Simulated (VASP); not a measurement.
TaH5, 6 atoms in the cell. The structure is tetragonal, space group P4/mmm (No. 123). The conventional cell has a = 4.061 Å, b = 4.061 Å, c = 3.249 Å, α = 90.00°, β = 90.00°, γ = 90.00°. Ta (site symmetry 4/mmm) has 4 H at 1.46 Å within 2.0 Å. Within 1.5 Å of H (site symmetry m2m) lie 1 H at 1.13 Å and 1 Ta at 1.46 Å. Within 3.5 Å of H (site symmetry 4/mmm) lie 18 H at 2.66 to 3.25 Å and 8 Ta at 3.30 Å. The cell was generated, and may not be a known phase.

* Program: VASP 6.6.1
* Task: single point
* Functional: PBE
* Potentials or basis: VASP PAW PBE potentials, release 64 (Ta_pv, H)
* Cutoff: 520 eV
* k mesh: 4 × 4 × 6
* Occupations: gaussian, width 0.1 eV
* Spin: no spin polarisation
* Dipole correction: no
* Further INCAR settings: ALGO = Normal; EDIFF = 1e-06; NBANDS = 17

Potentials or basis: VASP PAW PBE potentials, release 64 (Ta_pv, H).

Command:

```sh
$ cat potpaw_PBE.64/Ta_pv/POTCAR potpaw_PBE.64/H/POTCAR > POTCAR
$ mpirun -np 1 vasp_std > vasp.out
```

Hardware: 1 thread of Intel Xeon 8259CL, on a shared host.

Q: How long does it take, and how much memory?

A: Wall time 29 s on 1 thread of Intel Xeon 8259CL (shared host), peak memory 0.16 GiB. Counts: scf iterations 13, k points 24.
